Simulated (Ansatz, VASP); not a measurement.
**SiC in VASP and in Ansatz**

```xyz
2
Lattice="0.5299 2.4687 2.4687 2.4687 0.5299 2.4687 2.4687 2.4687 0.5299" Properties=species:S:1:pos:R:3 pbc="T T T"
Si    0.0000    0.0000    0.0000
C     4.1004    4.1004    4.1004
```

Alike in both runs: task single point; functional LDA; k mesh 12 × 12 × 12; occupations gaussian, width 0.05 eV; no spin polarisation.

|  | VASP | Ansatz |
| --- | --- | --- |
| version | VASP 6.6.1 | Ansatz 0.2.0 |
| potentials or method | VASP PAW LDA potentials, release 64 (Si, C_h), cutoff 910 eV | scalar-relativistic, plane waves, PAW |
| valence electrons in the cell | 8 | 8 |

|  | VASP | Ansatz | Ansatz less VASP |
| --- | --- | --- | --- |
| gap on the k mesh at the Fermi level (eV) | none | none | - |
| rms of the force components (eV/Å) | 0.004 | 0.029 | +0.0254 |

LDA's correlation is that of Perdew and Zunger in VASP and of Perdew and Wang (1992) in Ansatz. Atom by atom the forces differ by 0.025 eV/Å (rms over components). A gap of «none» marks a metal or a gap that the smearing closes.

Noted on VASP's run: the cutoff is short for stress, so the pressure is rough.
